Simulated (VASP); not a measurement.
A run of VASP 6.6.1:

File INCAR:

```
SYSTEM = Ta3N4
ALGO = Normal ; EDIFF = 1E-6
ENCUT = 700 ; GGA = PE
GGA_COMPAT = .False. ; ISIF = 2
ISMEAR = 0 ; IVDW = 12
LASPH = .True. ; LCHARG = .False.
LREAL = .False. ; LWAVE = .False.
NBANDS = 38 ; NELM = 120
PREC = Accurate ; SIGMA = 0.1
```

KPOINTS

```
k-points
0
Gamma
  6 6 2
  0 0 0
```

File POSCAR:

```
Ta3N4
1.0
    3.1092417368      0.0000000000      0.0000000000
   -1.5546208684      2.6926823306      0.0000000000
    0.0000000000      0.0000000000      9.9764123422
Ta N
3 4
Direct
    0.0000000000      0.0000000000      0.0000000000
    0.0000000000      0.0000000000      0.2819574443
    0.0000000000      0.0000000000      0.7180425557
    0.3333333333      0.6666666667      0.8639921577
    0.6666666667      0.3333333333      0.1360078423
    0.3333333333      0.6666666667      0.3664533820
    0.6666666667      0.3333333333      0.6335466180
```

Potentials or basis: VASP PAW PBE potentials, release 64 (Ta_sv_GW, N).

Run with:

```sh
$ cat potpaw_PBE.64/Ta_sv_GW/POTCAR potpaw_PBE.64/N/POTCAR > POTCAR
$ mpirun -np 1 vasp_std > vasp.out
```

Hardware: 1 thread of AMD EPYC 9R45 96-Core Processor (Zen 5) (shared host).

Question: Estimate the wall time of this run.

Answer: Wall time 82 s on 1 thread of AMD EPYC 9R45 96-Core Processor (Zen 5), with other jobs on the host, peak memory 0.25 GiB. Counts: scf iterations 23, k points 14.
